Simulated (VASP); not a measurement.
Wanted: the native input for a VASP 6.6.1 run.

```yaml
Task: single point
Functional: PBE
Potentials_or_basis: VASP PAW PBE potentials, release 64 (Hf_pv, B)
Cutoff: 520 eV
k_mesh: 18 × 18 × 12
Occupations: gaussian, width 0.1 eV
Spin: no spin polarisation
Dipole_correction: no
Further_INCAR_settings: ALGO = Normal; EDIFF = 1e-06; NBANDS = 15
```

The structure of HfB2 lies in POSCAR:

```
HfB2
1.0
    3.1454081775      0.0000000000      0.0000000000
   -1.5727040887      2.7240033870      0.0000000000
    0.0000000000      0.0000000000      3.4863920583
Hf B
1 2
Direct
    0.0000000000      0.0000000000      0.0000000000
    0.3333333333      0.6666666667      0.5000000000
    0.6666666667      0.3333333333      0.5000000000
```

These files were run (other wordings do the same):

INCAR

```
SYSTEM = HfB2
PREC = Accurate
ENCUT = 520
EDIFF = 1E-6
ISMEAR = 0
SIGMA = 0.1
LREAL = .FALSE.
LASPH = .TRUE.
NELM = 80
ALGO = Normal
ISIF = 2
LWAVE = .FALSE.
LCHARG = .FALSE.
GGA = PE
NBANDS = 15
```

KPOINTS

```
regular mesh
0
G
  18 18 12
  0 0 0
```

Potentials or basis: VASP PAW PBE potentials, release 64 (Hf_pv, B).

Command:

```bash
$ cat potpaw_PBE.64/Hf_pv/POTCAR potpaw_PBE.64/B/POTCAR > POTCAR
$ mpirun -np 1 vasp_std > vasp.out
```

It gave:

```json
{"Pressure": "-0.4 GPa", "Band gap on the k mesh": "zero (bands 8 and 9 overlap by 1.34 eV)"}
```

Caveat: spin-orbit coupling is left out, which moves the levels of the heavy elements.

Run time: 34 s on 1 thread of Intel(R) Xeon(R) 6975P-C (Granite Rapids), with other jobs on the host, peak memory 0.24 GiB.
